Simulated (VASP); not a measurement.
# Pb (Fm-3m) in VASP: further runs

The runs below take Pb through single point, with r2SCAN.

Program: VASP 6.6.1. These are calculated values, not measurements. Logs are shortened: lines on timing, memory, paths and dates and some standing lists are left out, and cuts for length are marked.

## Step 1: The cell of the first run

The structure is cubic, space group Fm-3m (No. 225). Conventional cell: a = 4.945 Å, b = 4.945 Å, c = 4.945 Å, α = 90.00°, β = 90.00°, γ = 90.00°. Pb (site symmetry m-3m) has 12 Pb at 3.50 Å within 4.6 Å.

## Step 2: Single point, r2SCAN (volume scaled by 0.97)

POSCAR reads:

```
Pb
1.0
    0.0000000000      2.4725621057      2.4725621057
    2.4725621057      0.0000000000      2.4725621057
    2.4725621057      2.4725621057      0.0000000000
Pb
1
Direct
    0.0000000000      0.0000000000      0.0000000000
```

INCAR.step1 reads:

```
SYSTEM = Pb
ALGO     = Normal         ! electronic algorithm
EDIFF    = 1E-4           ! SCF threshold, eV
ENCUT    = 520            ! plane-wave cutoff, eV
GGA      = PE             ! functional
ISMEAR   = 0              ! smearing method
LASPH    = .True.         ! aspherical terms in the spheres
LCHARG   = .False.        ! write CHGCAR
LREAL    = .False.        ! projectors in reciprocal space
LWAVE    = .True.         ! write WAVECAR
NBANDS   = 13             ! bands
NELM     = 100            ! most SCF steps
PREC     = Accurate       ! precision mode
SIGMA    = 0.1            ! smearing width, eV
```

INCAR.step2 reads:

```
SYSTEM = Pb
ALGO     = Normal         ! electronic algorithm
EDIFF    = 1E-6           ! SCF threshold, eV
ENCUT    = 520            ! plane-wave cutoff, eV
ISIF     = 2              ! what is computed and relaxed
ISMEAR   = 0              ! smearing method
ISTART   = 1            
LASPH    = .True.         ! aspherical terms in the spheres
LCHARG   = .False.        ! write CHGCAR
LMIXTAU  = .True.       
LREAL    = .False.        ! projectors in reciprocal space
LWAVE    = .False.        ! write WAVECAR
METAGGA  = R2SCAN         ! meta-GGA
NBANDS   = 13             ! bands
NELM     = 100            ! most SCF steps
PREC     = Accurate       ! precision mode
SIGMA    = 0.1            ! smearing width, eV
```

KPOINTS reads:

```
k-points
0
Gamma
  14 14 14
  0 0 0
```

Potentials or basis: VASP PAW PBE potentials, release 64 (Pb_d).

On the command line:

```sh
$ cat potpaw_PBE.64/Pb_d/POTCAR > POTCAR
$ cp INCAR.step1 INCAR
$ mpirun -np 1 vasp_std > vasp.out
$ cp INCAR.step2 INCAR
$ mpirun -np 1 vasp_std > vasp.out
```

OUTCAR:

```text
SYSTEM = Pb
   EDIFF = 1E-6
   ENCUT = 520
   ISIF = 2
   ISMEAR = 0
   ISTART = 1
   LASPH = .True.
   LREAL = .False.
   METAGGA = R2SCAN
   NELM = 100
   PREC = Accurate

 ion  position               nearest neighbor table
   1  0.000  0.000  0.000-

  LATTYP: Found a face centered cubic cell.
 ALAT       =     4.9451242114

  Lattice vectors:

 A1 = (   0.0000000000,   2.4725621057,   2.4725621057)
 A2 = (   2.4725621057,   0.0000000000,   2.4725621057)
 A3 = (   2.4725621057,   2.4725621057,   0.0000000000)

Analysis of symmetry for initial positions (statically):
=====================================================================
 Subroutine PRICEL returns:
 Original cell was already a primitive cell.

 Routine SETGRP: Setting up the symmetry group for a
 face centered cubic supercell.

 Subroutine GETGRP returns: Found 48 space group operations
[... 9 lines left out ...]

 Routine SETGRP: Setting up the symmetry group for a
 face centered cubic supercell.

 Subroutine GETGRP returns: Found 48 space group operations
[... 11 lines left out ...]
                                     Primitive cell

  volume of cell :      30.2323

  direct lattice vectors                    reciprocal lattice vectors
     0.000000000  2.472562106  2.472562106    -0.202219390  0.202219390  0.202219390
     2.472562106  0.000000000  2.472562106     0.202219390 -0.202219390  0.202219390
     2.472562106  2.472562106  0.000000000     0.202219390  0.202219390 -0.202219390

  length of vectors
     3.496730864  3.496730864  3.496730864     0.350254257  0.350254257  0.350254257

  position of ions in fractional coordinates (direct lattice)
     0.000000000  0.000000000  0.000000000

  ion indices of the primitive-cell ions
   primitive index   ion index
                 1           1

----------------------------------------------------------------------------------------

 KPOINTS: k-points

Automatic generation of k-mesh.
 Grid dimensions read from file:
 generate k-points for:   14   14   14

 Generating k-lattice:

  Cartesian coordinates                     Fractional coordinates (reciprocal lattice)
    -0.014444242  0.014444242  0.014444242     0.071428571  0.000000000  0.000000000
     0.014444242 -0.014444242  0.014444242     0.000000000  0.071428571  0.000000000
     0.014444242  0.014444242 -0.014444242     0.000000000  0.000000000  0.071428571

  Length of vectors
     0.025018161  0.025018161  0.025018161

  Shift w.r.t. Gamma in fractional coordinates (k-lattice)
     0.000000000  0.000000000  0.000000000

 Subroutine IBZKPT returns following result:
 ===========================================

 Found    104 irreducible k-points:

 Following reciprocal coordinates:
            Coordinates               Weight
  0.000000  0.000000  0.000000      1.000000
  0.071429  0.000000  0.000000      8.000000
  0.142857  0.000000  0.000000      8.000000
  0.214286  0.000000  0.000000      8.000000
  0.285714  0.000000  0.000000      8.000000
  0.357143  0.000000  0.000000      8.000000
[... 16 lines left out ...]
  0.214286  0.142857  0.000000     24.000000
  0.285714  0.142857  0.000000     24.000000
 [... further k-points ...]
   k-points           NKPTS =    104   k-points in BZ     NKDIM =    104   number of bands    NBANDS=     13
   number of dos      NEDOS =    301   number of ions     NIONS =      1
   total plane-waves  NPLWV =  21952
   dimension x,y,z NGX =    28 NGY =   28 NGZ =   28
   dimension x,y,z NGXF=    56 NGYF=   56 NGZF=   56
   ions per type =               1
   NGX,Y,Z   is equivalent  to a cutoff of  13.31, 13.31, 13.31 a.u.
   NGXF,Y,Z  is equivalent  to a cutoff of  26.62, 26.62, 26.62 a.u.
 SYSTEM =  Pb
   PREC   = accura    normal or accurate (medium, high low for compatibility)
   ISTART =      1    job   : 0-new  1-cont  2-samecut
   ICHARG =      0    charge: 1-file 2-atom 10-const
   ISPIN  =      1    spin polarized calculation?
   LNONCOLLINEAR =      F non collinear calculations
   LSORBIT =      F    spin-orbit coupling
   LASPH  =      T    aspherical Exc in radial PAW
   ENCUT  =  520.0 eV  38.22 Ry    6.18 a.u.   6.50  6.50  6.50*2*pi/ulx,y,z
   NELM   =    100;   NELMIN=  2; NELMDL=  0     # of ELM steps
   EDIFF  = 0.1E-05   stopping-criterion for ELM
   LREAL  =      F    real-space projection
   EDIFFG = 0.1E-04   stopping-criterion for IOM
   NSW    =      0    number of steps for IOM
   IBRION =     -1    ionic relax: 0-MD 1-quasi-New 2-CG
   NFREE  =      0    steps in history (QN), initial steepest desc. (CG)
   ISIF   =      2    stress and relaxation
   ISYM   =      2    0-nonsym 1-usesym 2-fastsym
   POTIM  = 0.5000    time-step for ionic-motion
   TEBEG  =    0.0;   TEEND  =   0.0 temperature during run
   PSTRESS=    0.0 pullay stress
   NELECT =      14.0000    total number of electrons
   NUPDOWN=      -1.0000    fix difference up-down
   EMIN   =  10.00;   EMAX   =-10.00  energy-range for DOS
   EFERMI =   0.00;   METHOD = LEGACY
   ISMEAR =     0;   SIGMA  =   0.10  broadening in eV -4-tet -1-fermi 0-gaus
   EFERMI_NEDOS =   21; number of points for ismear=-14 and -15
   IALGO  =     38    algorithm
   IMIX   =      4    mixing-type and parameters
     AMIX     =   0.40;   BMIX     =  1.00
     AMIX_MAG =   1.60;   BMIX_MAG =  1.00
  volume/ion in A,a.u.               =      30.23       204.02
  Fermi-wavevector in a.u.,A,eV,Ry     =   1.266564  2.393458 21.826236  1.604183
  Thomas-Fermi vector in A             =   2.399758
   LORBIT       =      0    0 simple, 1 ext, 2 COOP (PROOUT), +10 PAW based schemes
   METAGGA = R2SCAN    functional components
   LHFCALC =     F    Hartree Fock is set to
   AEXX    =    0.0000 exact exchange contribution
   IVDW    =     0    specifies the selected vdW correction
   LEPSILON=     F    determine dielectric tensor
   LRPA    =     F    only Hartree local field effects (RPA)
 non-spin polarized calculation
 Gauss-broadening in eV      SIGMA  =   0.10
  energy-cutoff  :      520.00
  volume of cell :       30.23
 maximum number of plane-waves:       869
 NGX is ok and might be reduce to    28
   NGX = 13   NGY = 13   NGZ = 13

 number of electron      13.9999999 magnetization

 Free energy of the ion-electron system (eV)
  ---------------------------------------------------
  ext. energy  EPLUGINS =         0.00000000
  ---------------------------------------------------
  free energy    TOTEN  =       -56.27971813 eV

  energy without entropy =      -56.27751163  energy(sigma->0) =      -56.27861488

 E-fermi :   7.3086     XC(G=0): -10.9411

 val. band max:        7.2932799575   @ k =  -0.2857   0.2857   0.0714
 cond. band min:       7.3420131514   @ k =   0.3571   0.2143   0.0000
 fundamental gap:      0.0487331939
 Fermi energy:         7.3086147705

 k-point     1 :       0.0000    0.0000    0.0000
  band No.  band energies     occupation
      1     -10.4689      2.00000
      2     -10.4689      2.00000
      3     -10.4689      2.00000
      4     -10.3194      2.00000
      5     -10.3194      2.00000
      6      -5.0609      2.00000
      7      15.0176      0.00000
      8      15.0176      0.00000
      9      15.0176      0.00000
     10      17.6781      0.00000
     11      19.5978      0.00000
     12      20.3864      0.00000
     13      20.3864      0.00000

 k-point     2 :       0.0714    0.0000    0.0000
  band No.  band energies     occupation
      1     -10.4690      2.00000
      2     -10.4608      2.00000
      3     -10.4608      2.00000
      4     -10.3199      2.00000
      5     -10.3199      2.00000
      6      -4.9573      2.00000
      7      13.8080      0.00000
      8      14.8863      0.00000
      9      14.8863      0.00000
     10      17.4216      0.00000
     11      20.0756      0.00000
     12      20.6185      0.00000
     13      20.6185      0.00000

 k-point     3 :       0.1429    0.0000    0.0000
  band No.  band energies     occupation
      1     -10.4706      2.00000
      2     -10.4427      2.00000
      3     -10.4427      2.00000
      4     -10.3169      2.00000
      5     -10.3169      2.00000
      6      -4.6462      2.00000
      7      11.5541      0.00000
      8      14.5531      0.00000
      9      14.5531      0.00000
     10      17.1301      0.00000
     11      20.8635      0.00000
     12      21.1512      0.00000
     13      21.1569      0.00000

 k-point     4 :       0.2143    0.0000    0.0000
  band No.  band energies     occupation
      1     -10.4752      2.00000
      2     -10.4307      2.00000
      3     -10.4307      2.00000
      4     -10.2980      2.00000
      5     -10.2980      2.00000
      6      -4.1291      2.00000
      7       9.2165      0.00000
      8      14.1327      0.00000
      9      14.1327      0.00000
     10      16.9246      0.00000
     11      20.0429      0.00000
     12      20.6584      0.00000
     13      20.6584      0.00000

 k-point     5 :       0.2857    0.0000    0.0000
  band No.  band energies     occupation
      1     -10.4831      2.00000
      2     -10.4341      2.00000
      3     -10.4341      2.00000
      4     -10.2597      2.00000
      5     -10.2597      2.00000
      6      -3.4174      2.00000
      7       7.0199      1.99996
      8      13.7193      0.00000
      9      13.7193      0.00000
     10      16.8274      0.00000
     11      19.0961      0.00000
     12      19.9802      0.00000
     13      19.9802      0.00000
[... 257 lines left out ...]
 k-point    22 :       0.1429    0.1429    0.0000
  band No.  band energies     occupation
      1     -10.5024      2.00000
      2     -10.4094      2.00000
      3     -10.4094      2.00000
      4     -10.3553      2.00000
      5     -10.2945      2.00000
      6      -4.5085      2.00000
      7      12.5700      0.00000
      8      13.2220      0.00000
      9      13.2220      0.00000
     10      16.3659      0.00000
     11      18.4869      0.00000
     12      22.6601      0.00000
     13      22.8223      0.00000

 k-point    23 :       0.2143    0.1429    0.0000
  band No.  band energies     occupation
      1     -10.5128      2.00000
      2     -10.3928      2.00000
      3     -10.3846      2.00000
      4     -10.3603      2.00000
      5     -10.2773      2.00000
      6      -4.1293      2.00000
      7      10.7501      0.00000
      8      12.6377      0.00000
      9      12.9875      0.00000
     10      16.4012      0.00000
     11      17.5658      0.00000
     12      22.2563      0.00000
     13      23.2308      0.00000

 k-point    24 :       0.2857    0.1429    0.0000
  band No.  band energies     occupation
      1     -10.5137      2.00000
      2     -10.4071      2.00000
      3     -10.3765      2.00000
      4     -10.3316      2.00000
      5     -10.2443      2.00000
      6      -3.5492      2.00000
      7       8.6099      0.00000
      8      12.1988      0.00000
      9      12.4802      0.00000
     10      16.2720      0.00000
     11      17.9203      0.00000
     12      21.8133      0.00000
     13      22.5411      0.00000

 [... further k-points ...]
[... 5 lines left out ...]
  --------------------------------------------------------------------------------------
  -------------------------------------------------------------------------------------
  Total        0.2702153      0.2702153      0.2702153     -0.0000000      0.0000000     -0.0000000
  in kB       14.3201933     14.3201933     14.3201933     -0.0000000      0.0000000     -0.0000000
  external PRESSURE =      14.3201933 kB  Pullay stress =       0.0000000 kB

 VOLUME and BASIS-vectors are now :
 -----------------------------------------------------------------------------
  energy-cutoff  :      520.00
  volume of cell :       30.23
      direct lattice vectors                 reciprocal lattice vectors
     0.000000000  2.472562106  2.472562106    -0.202219390  0.202219390  0.202219390
     2.472562106  0.000000000  2.472562106     0.202219390 -0.202219390  0.202219390
     2.472562106  2.472562106  0.000000000     0.202219390  0.202219390 -0.202219390

 POSITION                                       TOTAL-FORCE (eV/Angst)
 -----------------------------------------------------------------------------------
      0.00000      0.00000      0.00000         0.000000      0.000000     -0.000000
 -----------------------------------------------------------------------------------
    total drift:                               -0.000000     -0.000000     -0.000000

  FREE ENERGIE OF THE ION-ELECTRON SYSTEM (eV)
  ---------------------------------------------------
  free  energy   TOTEN  =       -56.2797181310 eV

  energy  without entropy=      -56.2775116310  energy(sigma->0) =      -56.27861488
```

Wall time 71 s (1 thread of Intel Xeon 6975P-C (Granite Rapids), shared host); peak memory 0.18 GiB.

Results:

| Property | Result |
| --- | --- |
| Free energy | -56.2797 eV |
| Pressure | 1.4 GPa |
| Band gap on the k mesh | zero (band 7 reaches 15.02 eV, above the bottom of band 8 at 5.66 eV) |

Caveat: the PAW data sets were made with another functional, which shifts forces and pressure a little; spin-orbit coupling is left out, which moves the levels of the heavy elements.

[end of part 1 of 2]
